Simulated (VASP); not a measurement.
Crystal: TiIn4.

```
Ti In
1.0
    -3.02560    3.02560    3.02560
     3.02560   -3.02560    3.02560
     3.02560    3.02560   -3.02560
Ti In
1 4
Direct
  0.00000 0.00000 0.00000
  0.50000 0.50000 0.50000
  0.50000 0.00000 0.00000
  0.00000 0.00000 0.50000
  0.00000 0.50000 0.00000
```

The cell was generated, and may not be a known phase.

| Quantity | Value |
| --- | --- |
| Program | VASP 6.6.1 |
| Task | relaxation of cell and atoms |
| Functional | PBE |
| Potentials or basis | VASP PAW PBE potentials, release 64 (Ti_sv, In_d) |
| Cutoff | 600 eV |
| k mesh | 4 × 4 × 4 |
| Occupations | gaussian, width 0.1 eV |
| Spin | no spin polarisation |

At the start: pressure 18.3 GPa; volume 22.16 Å³/atom.

Task: Where does the relaxation end?

Result: Over 5 steps the energy falls by 260.5 meV/atom and the volume is 27.85 Å³/atom (+25.7 %); space group Im-3m (No. 229, to 0.1 Å) before and after.

Step by step:
```csv
step,energy change (eV),largest force (eV/Å),pressure (GPa),volume (Å³)
1,0.0000,0.0000,18.25,110.79
2,-0.8222,0.0000,-3.94,156.40
3,-1.2637,0.0000,1.23,135.79
4,-1.2993,0.0000,-0.26,140.01
5,-1.3024,0.0000,-0.05,139.25
```

Final structure:
```cif
data_structure
_symmetry_space_group_name_H-M 'P 1'
_symmetry_Int_Tables_number 1
_cell_length_a 5.6555
_cell_length_b 5.6555
_cell_length_c 5.6555
_cell_angle_alpha 109.471
_cell_angle_beta 109.471
_cell_angle_gamma 109.471
_cell_volume 139.25
loop_
_atom_site_label
_atom_site_type_symbol
_atom_site_fract_x
_atom_site_fract_y
_atom_site_fract_z
_atom_site_occupancy
Ti1 Ti 0.00000 0.00000 0.00000 1
In1 In 0.50000 0.50000 0.50000 1
In2 In 0.50000 0.00000 0.00000 1
In3 In 0.00000 0.00000 0.50000 1
In4 In 0.00000 0.50000 0.00000 1
```

Caveat: the k points lie up to 0.34 Å⁻¹ apart in the final cell, too coarse for converged energies and pressures of a metal; the volume moved by over 15 % at a fixed basis, so the end points are rough.
